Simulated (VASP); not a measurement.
A run of VASP 6.6.1 is set up as follows.

The input INCAR:

```
ALGO = Normal ; EDIFF = 1E-6
ENCUT = 520 ; GGA = PE
ISIF = 2 ; ISMEAR = 0
LASPH = T ; LCHARG = F
LREAL = Auto ; LWAVE = F
NBANDS = 135 ; NELM = 100
PREC = Accurate ; SIGMA = 0.1
```

KPOINTS

```
k-points
0
Gamma
  3 3 1
```

Contents of POSCAR:

```
GeH2W12C12
1.0
    5.7948000000      0.0000000000      0.0000000000
   -2.8974000000      5.0184440000      0.0000000000
    0.0000000000      0.0000000000     19.0742500000
W C Ge H
12 12 1 2
Direct
    0.0000000000      0.0000000000      0.0524267009
   -0.0007321356      0.0003218129      0.2019222250
   -0.0016405892      0.0012729045      0.3544087972
    0.0000000000      0.5000000000      0.0524267009
   -0.0012494701      0.5001586149      0.2020287560
   -0.0026029944      0.5012266750      0.3526903024
    0.5000000000      0.0000000000      0.0524267009
    0.4989036481     -0.0001729620      0.2025555395
    0.5031364633     -0.0032003944      0.3572186062
    0.5000000000      0.5000000000      0.0524267009
    0.4983693201      0.4992633175      0.2017719701
    0.4978990005      0.4980862594      0.3536553731
    0.3333333001      0.1666666002      0.1266026187
    0.3321616754      0.1659920884      0.2745221437
    0.3340825556      0.1577757966      0.4125683579
    0.3333333001      0.6666666002      0.1266026187
    0.3319508848      0.6681676631      0.2752451604
    0.3276486313      0.6486992781      0.4200963603
    0.8333333001      0.1666666002      0.1266026187
    0.8304412340      0.1671587847      0.2753639068
    0.8492844488      0.1747330447      0.4220418103
    0.8333333001      0.6666666002      0.1266026187
    0.8304021770      0.6677775023      0.2732596039
    0.8328699870      0.6628994963      0.4110782862
    0.1181412667      0.4007234115      0.4993805785
    0.0651631058      0.5326748689      0.5669153964
    0.2246404935      0.2579660150      0.5476644691
```

Potentials or basis: VASP PAW PBE potentials, release 64 (W_sv, C, Ge_d, H).

Run with:

```bash
$ cat potpaw_PBE.64/W_sv/POTCAR potpaw_PBE.64/C/POTCAR potpaw_PBE.64/Ge_d/POTCAR potpaw_PBE.64/H/POTCAR > POTCAR
$ mpirun -np 1 vasp_std > vasp.out
```

Task: Estimate the band gap on the k mesh.

Result: Zero (bands 116 and 117 overlap by 0.65 eV).

Task: Predict the largest force.

Result: 1.107 eV/Å.

Forces on the atoms (eV/Å):
```
W   -0.015  0.017  0.806
W    0.032 -0.002  0.014
W    0.099 -0.014  0.040
W    0.001 -0.003  0.843
W    0.037 -0.006  0.011
W    0.059 -0.008 -0.005
W   -0.002 -0.008  0.909
W    0.029 -0.007  0.019
W    0.097 -0.029 -0.013
W   -0.028 -0.007  0.781
W    0.029 -0.007  0.003
W    0.074 -0.013  0.030
C   -0.010 -0.031 -0.793
C    0.043 -0.010  0.058
C    0.046  0.040  0.139
C   -0.040  0.031 -0.781
C    0.029  0.001  0.045
C   -0.058  0.046  0.306
C   -0.060 -0.019 -0.770
C    0.040 -0.007  0.039
C    0.051 -0.002  0.111
C   -0.058  0.017 -0.814
C    0.036 -0.005  0.069
C    0.077  0.008  0.156
Ge  -0.445  0.260  0.408
H   -0.515  0.064 -0.978
H    0.449 -0.307 -0.633
```

Caveat: the k points lie up to 0.42 Å⁻¹ apart, too coarse for converged energies and pressures of a metal; spin-orbit coupling is left out, which moves the levels of the heavy elements.
